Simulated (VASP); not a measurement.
# SrVO3 (Pm-3m) in VASP: a series of runs

The runs below take SrVO3 through single point, with PBEsol.

All numbers are computed with VASP 6.6.1; they aren't measurements. Logs are shortened: lines on timing, memory, paths and dates and some standing lists are left out, and cuts for length are marked.

### Step 1. The cell of the first run

It takes space group Pm-3m (No. 221, cubic). Conventional cell: a = 3.810 Å, b = 3.810 Å, c = 3.810 Å, α = 90.00°, β = 90.00°, γ = 90.00°. Within 3.6 Å of Sr (site symmetry m-3m) lie 12 O at 2.69 Å and 8 V at 3.30 Å. Within 2.5 Å of V (site symmetry m-3m) lie 6 O at 1.91 Å. Within 2.5 Å of O (site symmetry 4/mmm) lie 2 V at 1.91 Å.

### Step 2. Single point, PBEsol, collinear spin, ferromagnetic start

Contents of INCAR:

```
PREC = Accurate
ENCUT = 520
EDIFF = 1E-6
ISMEAR = 0
SIGMA = 0.1
LREAL = F
LASPH = T
NELM = 150
ALGO = Normal
ISIF = 2
LWAVE = F
LCHARG = F
ISPIN = 2
MAGMOM = 0 0.38 0 0 0
LORBIT = 11
LMAXMIX = 4
GGA = PS
NBANDS = 32
```

Contents of KPOINTS:

```
regular mesh
0
Gamma
  10 10 10
```

Contents of POSCAR:

```
SrVO3
1.0
    3.8103207671      0.0000000000      0.0000000000
    0.0000000000      3.8103207671      0.0000000000
    0.0000000000      0.0000000000      3.8103207671
Sr V O
1 1 3
Direct
    0.5000000000      0.5000000000      0.5000000000
    0.0000000000      0.0000000000      0.0000000000
    0.5000000000      0.0000000000      0.0000000000
    0.0000000000      0.5000000000      0.0000000000
    0.0000000000      0.0000000000      0.5000000000
```

Potentials or basis: VASP PAW PBE potentials, release 64 (Sr_sv, V_sv, O).

The run is started by

```bash
$ cat potpaw_PBE.64/Sr_sv/POTCAR potpaw_PBE.64/V_sv/POTCAR potpaw_PBE.64/O/POTCAR > POTCAR
$ mpirun -np 1 vasp_std > vasp.out
```

OUTCAR:

```text
PREC = Accurate
   ENCUT = 520
   EDIFF = 1E-6
   ISMEAR = 0
   LREAL = F
   LASPH = T
   NELM = 150
   ISIF = 2
   ISPIN = 2
   LORBIT = 11
   GGA = PS

 ion  position               nearest neighbor table
   1  0.500  0.500  0.500-   3 2.69   4 2.69   5 2.69   3 2.69   4 2.69   3 2.69   5 2.69   3 2.69
                             4 2.69   5 2.69   4 2.69   5 2.69   2 3.30   2 3.30   2 3.30   2 3.30
   2  0.000  0.000  0.000-   3 1.91   4 1.91   5 1.91   5 1.91   4 1.91   3 1.91   1 3.30   1 3.30
                             1 3.30   1 3.30   1 3.30   1 3.30   1 3.30   1 3.30
   3  0.500  0.000  0.000-   2 1.91   2 1.91   1 2.69   1 2.69   1 2.69   1 2.69
   4  0.000  0.500  0.000-   2 1.91   2 1.91   1 2.69   1 2.69   1 2.69   1 2.69
   5  0.000  0.000  0.500-   2 1.91   2 1.91   1 2.69   1 2.69   1 2.69   1 2.69

  LATTYP: Found a simple cubic cell.
 ALAT       =     3.8103207671

  Lattice vectors:

 A1 = (   3.8103207671,   0.0000000000,   0.0000000000)
 A2 = (   0.0000000000,   3.8103207671,   0.0000000000)
 A3 = (   0.0000000000,   0.0000000000,   3.8103207671)

Analysis of symmetry for initial positions (statically):
=====================================================================
 Subroutine PRICEL returns:
 Original cell was already a primitive cell.

 Routine SETGRP: Setting up the symmetry group for a
 simple cubic supercell.

 Subroutine GETGRP returns: Found 48 space group operations
 (whereof 48 operations were pure point group operations)
 out of a pool of 48 trial point group operations.

The static configuration has the point symmetry O_h .

Analysis of symmetry for dynamics (positions and initial velocities):
=====================================================================
 Subroutine PRICEL returns:
 Original cell was already a primitive cell.

 Routine SETGRP: Setting up the symmetry group for a
 simple cubic supercell.

 Subroutine GETGRP returns: Found 48 space group operations
 (whereof 48 operations were pure point group operations)
 out of a pool of 48 trial point group operations.

The dynamic configuration has the point symmetry O_h .

Analysis of structural, dynamic, and magnetic symmetry:
=====================================================================
 Subroutine PRICEL returns:
 Original cell was already a primitive cell.

 Routine SETGRP: Setting up the symmetry group for a
 simple cubic supercell.

 Subroutine GETGRP returns: Found 48 space group operations
 (whereof 48 operations were pure point group operations)
 out of a pool of 48 trial point group operations.

The overall configuration has the point symmetry O_h .

 Subroutine INISYM returns: Found 48 space group operations
 (whereof 48 operations are pure point group operations),
 and found     1 'primitive' translations

----------------------------------------------------------------------------------------

                                     Primitive cell

  volume of cell :      55.3203

  direct lattice vectors                    reciprocal lattice vectors
     3.810320767  0.000000000  0.000000000     0.262445096  0.000000000  0.000000000
     0.000000000  3.810320767  0.000000000     0.000000000  0.262445096  0.000000000
     0.000000000  0.000000000  3.810320767     0.000000000  0.000000000  0.262445096

  length of vectors
     3.810320767  3.810320767  3.810320767     0.262445096  0.262445096  0.262445096

  position of ions in fractional coordinates (direct lattice)
     0.500000000  0.500000000  0.500000000
     0.000000000  0.000000000  0.000000000
     0.500000000  0.000000000  0.000000000
     0.000000000  0.500000000  0.000000000
     0.000000000  0.000000000  0.500000000

  ion indices of the primitive-cell ions
   primitive index   ion index
                 1           1
                 2           2
                 3           3
                 4           4
                 5           5

----------------------------------------------------------------------------------------

 KPOINTS: regular mesh

Automatic generation of k-mesh.
 Grid dimensions read from file:
 generate k-points for:   10   10   10

 Generating k-lattice:

  Cartesian coordinates                     Fractional coordinates (reciprocal lattice)
     0.026244510  0.000000000  0.000000000     0.100000000  0.000000000  0.000000000
     0.000000000  0.026244510  0.000000000     0.000000000  0.100000000  0.000000000
     0.000000000  0.000000000  0.026244510     0.000000000  0.000000000  0.100000000

  Length of vectors
     0.026244510  0.026244510  0.026244510

  Shift w.r.t. Gamma in fractional coordinates (k-lattice)
     0.000000000  0.000000000  0.000000000

 Subroutine IBZKPT returns following result:
 ===========================================

 Found     56 irreducible k-points:

 Following reciprocal coordinates:
            Coordinates               Weight
  0.000000  0.000000  0.000000      1.000000
  0.100000  0.000000  0.000000      6.000000
  0.200000  0.000000  0.000000      6.000000
  0.300000  0.000000  0.000000      6.000000
  0.400000  0.000000  0.000000      6.000000
  0.500000  0.000000  0.000000      3.000000
[... 16 lines left out ...]
  0.200000  0.100000  0.100000     24.000000
  0.300000  0.100000  0.100000     24.000000
 [... further k-points ...]
   k-points           NKPTS =     56   k-points in BZ     NKDIM =     56   number of bands    NBANDS=     32
   number of dos      NEDOS =    301   number of ions     NIONS =      5
   total plane-waves  NPLWV =  21952
   dimension x,y,z NGX =    28 NGY =   28 NGZ =   28
   dimension x,y,z NGXF=    56 NGYF=   56 NGZF=   56
   ions per type =               1   1   3
   NGX,Y,Z   is equivalent  to a cutoff of  12.22, 12.22, 12.22 a.u.
   NGXF,Y,Z  is equivalent  to a cutoff of  24.43, 24.43, 24.43 a.u.
 SYSTEM =  unknown system
   PREC   = accura    normal or accurate (medium, high low for compatibility)
   ISTART =      0    job   : 0-new  1-cont  2-samecut
   ICHARG =      2    charge: 1-file 2-atom 10-const
   ISPIN  =      2    spin polarized calculation?
   LNONCOLLINEAR =      F non collinear calculations
   LSORBIT =      F    spin-orbit coupling
   LASPH  =      T    aspherical Exc in radial PAW
   ENCUT  =  520.0 eV  38.22 Ry    6.18 a.u.   7.08  7.08  7.08*2*pi/ulx,y,z
   NELM   =    150;   NELMIN=  2; NELMDL= -5     # of ELM steps
   EDIFF  = 0.1E-05   stopping-criterion for ELM
   LREAL  =      F    real-space projection
   EDIFFG = 0.1E-04   stopping-criterion for IOM
   NSW    =      0    number of steps for IOM
   IBRION =     -1    ionic relax: 0-MD 1-quasi-New 2-CG
   NFREE  =      0    steps in history (QN), initial steepest desc. (CG)
   ISIF   =      2    stress and relaxation
   ISYM   =      2    0-nonsym 1-usesym 2-fastsym
   POTIM  = 0.5000    time-step for ionic-motion
   TEBEG  =    0.0;   TEEND  =   0.0 temperature during run
   PSTRESS=    0.0 pullay stress
   NELECT =      41.0000    total number of electrons
   NUPDOWN=      -1.0000    fix difference up-down
   EMIN   =  10.00;   EMAX   =-10.00  energy-range for DOS
   EFERMI =   0.00;   METHOD = LEGACY
   ISMEAR =     0;   SIGMA  =   0.10  broadening in eV -4-tet -1-fermi 0-gaus
   EFERMI_NEDOS =   21; number of points for ismear=-14 and -15
   IALGO  =     38    algorithm
   IMIX   =      4    mixing-type and parameters
     AMIX     =   0.40;   BMIX     =  1.00
     AMIX_MAG =   1.60;   BMIX_MAG =  1.00
  volume/ion in A,a.u.               =      11.06        74.66
  Fermi-wavevector in a.u.,A,eV,Ry     =   1.481521  2.799669 29.863502  2.194905
  Thomas-Fermi vector in A             =   2.595421
   LORBIT       =     11    0 simple, 1 ext, 2 COOP (PROOUT), +10 PAW based schemes
   GGA     = PS    functional components
   LHFCALC =     F    Hartree Fock is set to
   AEXX    =    0.0000 exact exchange contribution
   IVDW    =     0    specifies the selected vdW correction
   LEPSILON=     F    determine dielectric tensor
   LRPA    =     F    only Hartree local field effects (RPA)
 spin polarized calculation
 Gauss-broadening in eV      SIGMA  =   0.10
  energy-cutoff  :      520.00
  volume of cell :       55.32
 maximum number of plane-waves:      1504
   NGX = 15   NGY = 15   NGZ = 15

 number of electron      40.9999961 magnetization       0.2711968

 Free energy of the ion-electron system (eV)
  ---------------------------------------------------
  ext. energy  EPLUGINS =         0.00000000
  ---------------------------------------------------
  free energy    TOTEN  =       -41.38600207 eV

  energy without entropy =      -41.37752947  energy(sigma->0) =      -41.38176577

 E-fermi :   6.4204     XC(G=0): -11.9758

 val. band max:        6.4077169195   @ k =   0.2000   0.1000   0.0000
 cond. band min:       6.4208371955   @ k =   0.3000   0.2000   0.0000
 fundamental gap:      0.0131202760
 Fermi energy:         6.4203762093

 spin component 1

 k-point     1 :       0.0000    0.0000    0.0000
  band No.  band energies     occupation
      1     -59.2886      1.00000
      2     -33.2537      1.00000
      3     -33.2537      1.00000
      4     -33.2537      1.00000
      5     -27.9774      1.00000
      6     -13.4403      1.00000
[... 829 lines left out ...]
     31      14.2433      0.00000
     32      19.4009      0.00000

 [... further k-points ...]

 spin component 2

 k-point     1 :       0.0000    0.0000    0.0000
  band No.  band energies     occupation
      1     -59.0273      1.00000
      2     -32.9977      1.00000
      3     -32.9977      1.00000
      4     -32.9977      1.00000
      5     -27.9772      1.00000
      6     -13.4298      1.00000
[... 829 lines left out ...]
     31      14.2556      0.00000
     32      19.4485      0.00000

 [... further k-points ...]
[... 5 lines left out ...]
  --------------------------------------------------------------------------------------
  -------------------------------------------------------------------------------------
  Total        0.3205325      0.3205325      0.3205325     -0.0000000     -0.0000000     -0.0000000
  in kB        9.2832059      9.2832059      9.2832059     -0.0000000     -0.0000000     -0.0000000
  external PRESSURE =       9.2832059 kB  Pullay stress =       0.0000000 kB

 VOLUME and BASIS-vectors are now :
 -----------------------------------------------------------------------------
  energy-cutoff  :      520.00
  volume of cell :       55.32
      direct lattice vectors                 reciprocal lattice vectors
     3.810320767  0.000000000  0.000000000     0.262445096  0.000000000  0.000000000
     0.000000000  3.810320767  0.000000000     0.000000000  0.262445096  0.000000000
     0.000000000  0.000000000  3.810320767     0.000000000  0.000000000  0.262445096

 POSITION                                       TOTAL-FORCE (eV/Angst)
 -----------------------------------------------------------------------------------
      1.90516      1.90516      1.90516         0.000000      0.000000      0.000000
      0.00000      0.00000      0.00000         0.000000      0.000000      0.000000
      1.90516      0.00000      0.00000         0.000000      0.000000      0.000000
      0.00000      1.90516      0.00000         0.000000      0.000000      0.000000
      0.00000      0.00000      1.90516         0.000000      0.000000      0.000000
 -----------------------------------------------------------------------------------
    total drift:                               -0.000000      0.000000     -0.000000

  FREE ENERGIE OF THE ION-ELECTRON SYSTEM (eV)
  ---------------------------------------------------
  free  energy   TOTEN  =       -41.3860020725 eV

  energy  without entropy=      -41.3775294710  energy(sigma->0) =      -41.38176577

 total charge

# of ion       s       p       d       tot
------------------------------------------
    1        1.999   5.771   0.234   8.005
    2        2.298   6.376   3.004  11.678
    3        1.560   3.474   0.000   5.034
    4        1.560   3.474   0.000   5.034
    5        1.560   3.474   0.000   5.034
--------------------------------------------------
tot          8.978  22.568   3.238  34.784

 magnetization (x)

# of ion       s       p       d       tot
------------------------------------------
    1       -0.000  -0.000   0.001   0.000
    2        0.002   0.002   0.247   0.250
    3       -0.000  -0.000   0.000  -0.000
    4       -0.000  -0.000   0.000  -0.000
    5       -0.000  -0.000   0.000  -0.000
--------------------------------------------------
tot          0.001   0.001   0.247   0.249
```

It took 3.3 min on 1 thread of Intel Xeon 8259CL, shared host; peak memory 0.28 GiB.

What came out:

| Quantity | Value |
| --- | --- |
| Free energy | -41.3860 eV |
| Pressure | 0.9 GPa |
| Net moment | 0.27 μB per cell |
| Site moments | Sr +0.00; V +0.25; O -0.00 μB |
| Valence electrons inside the program's atomic spheres | Sr 8.01; V 11.68; O 5.03 |

Caveat: the PAW data sets were made with another functional, which shifts forces and pressure a little; semilocal functionals often make such compounds metallic where correlation or magnetic order opens a gap, which also shifts bond lengths. With open d or f shells a metallic result of PBEsol can be an artefact of self-interaction; +U or a hybrid may open a gap.

### Step 3. Single point, PBEsol, collinear spin, ferromagnetic start

INCAR is that of step 2.

KPOINTS is that of step 2.

POSCAR: that of step 2 with these lines changed.

```diff
@@ -2,5 +2,5 @@
 1.0
-    3.8103207671      0.0000000000      0.0000000000
-    0.0000000000      3.8103207671      0.0000000000
-    0.0000000000      0.0000000000      3.8103207671
+   -3.8103207686      0.0000000000      0.0000000000
+    0.0000000000     -3.8103207686      0.0000000000
+    0.0000000000      0.0000000000      3.8103207686
 Sr V O
```

Potentials or basis: VASP PAW PBE potentials, release 64 (Sr_sv, V_sv, O).

The run is started by

```bash
$ cat potpaw_PBE.64/Sr_sv/POTCAR potpaw_PBE.64/V_sv/POTCAR potpaw_PBE.64/O/POTCAR > POTCAR
$ mpirun -np 1 vasp_std > vasp.out
```

Wall time 4.8 min (1 thread of Intel Xeon 8259CL, shared host); peak memory 0.28 GiB.

Results (log left out):

* Free energy: -41.3860 eV
* Pressure: 0.9 GPa
* Net moment: 0.27 μB per cell
* Site moments: Sr +0.00; V +0.25; O -0.00 μB
* Valence electrons inside the program's atomic spheres: Sr 8.01; V 11.68; O 5.03

Levels at points of the mesh, in eV from the Fermi level:
Spin up:
```
           k point  band 17  band 18  band 19  band 20  band 21  band 22  band 23  band 24
(0.00, 0.00, 0.00)    -3.36    -2.46    -2.46    -2.46    -1.15    -1.15    -1.15     1.30
(0.50, 0.00, 0.00)    -4.73    -4.29    -2.93    -2.93    -1.02     0.92     0.92     1.32
(0.50, 0.50, 0.00)    -4.20    -3.72    -3.72    -2.18     0.89     0.89     1.24     2.38
(0.50, 0.50, 0.50)    -6.09    -2.08    -2.08    -2.08     1.50     1.50     1.50     5.18
```
Spin down:
```tsv
k point	band 16	band 17	band 18	band 19	band 20	band 21	band 22	band 23	band 24	band 25
(0.00, 0.00, 0.00)	-3.36	-3.36	-2.46	-2.46	-2.46	-0.88	-0.88	-0.88	1.45	1.45
(0.50, 0.00, 0.00)	-4.68	-4.68	-4.29	-2.93	-2.93	-0.74	1.15	1.15	1.47	3.83
(0.50, 0.50, 0.00)	-5.27	-4.19	-3.71	-3.71	-2.18	1.13	1.13	1.51	2.52	5.76
(0.50, 0.50, 0.50)	-6.04	-6.04	-2.07	-2.07	-2.07	1.76	1.76	1.76	5.20	5.20
```

Caveat: the PAW data sets were made with another functional, which shifts forces and pressure a little; semilocal functionals often make such compounds metallic where correlation or magnetic order opens a gap, which also shifts bond lengths. With open d or f shells a metallic result of PBEsol can be an artefact of self-interaction; +U or a hybrid may open a gap.
